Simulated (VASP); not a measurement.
Runs of VASP 6.6.1 on Rh. The structure is that of space group Fm-3m (No. 225), or close to it. The cells are those of the table. 

| task | level | cell | k mesh | cutoff (eV) | gap on the mesh (eV) | pressure (GPa) | relaxed volume (Å³/atom) |
| --- | --- | --- | --- | --- | --- | --- | --- |
| single point | PBE | a = 2.708 Å, angles 60.0°, 1 atom | 36 × 36 × 36 | 520 | none | 0.1 | - |
| relaxation of cell and atoms | PBEsol | relaxed from a = 2.687 Å, angles 60.0°, 1 atom | 24 × 24 × 24 | 600 | none | 0.0 | (a) |
| single point | PBE | a = 2.708 Å, angles 60.0°, 1 atom | 24 × 24 × 24 | 520 | none | 0.2 | - |
| relaxation of cell and atoms | PBE | relaxed from a = 2.687 Å, angles 60.0°, 1 atom | 24 × 24 × 24 | 600 | none | 0.0 | (b) |
| single point | PBEsol | a = 2.673 Å, angles 60.0°, 1 atom | 24 × 24 × 24 | 520 | none | -0.1 | - |

Alike in all rows: potentials or basis VASP PAW PBE potentials, release 64 (Rh_pv); no spin polarisation; smearing methfessel-paxton 0.1 eV.

Question: Estimate the missing entries.

Answer: (a) 13.49; (b) 14.03.

Caveats: the PAW data sets were made with another functional, which shifts forces and pressure a little (at least some runs).

A k mesh can miss the band edges, and the runs leave out spin-orbit coupling on Rh.

A gap of «none» marks levels without a gap at the run's occupations.
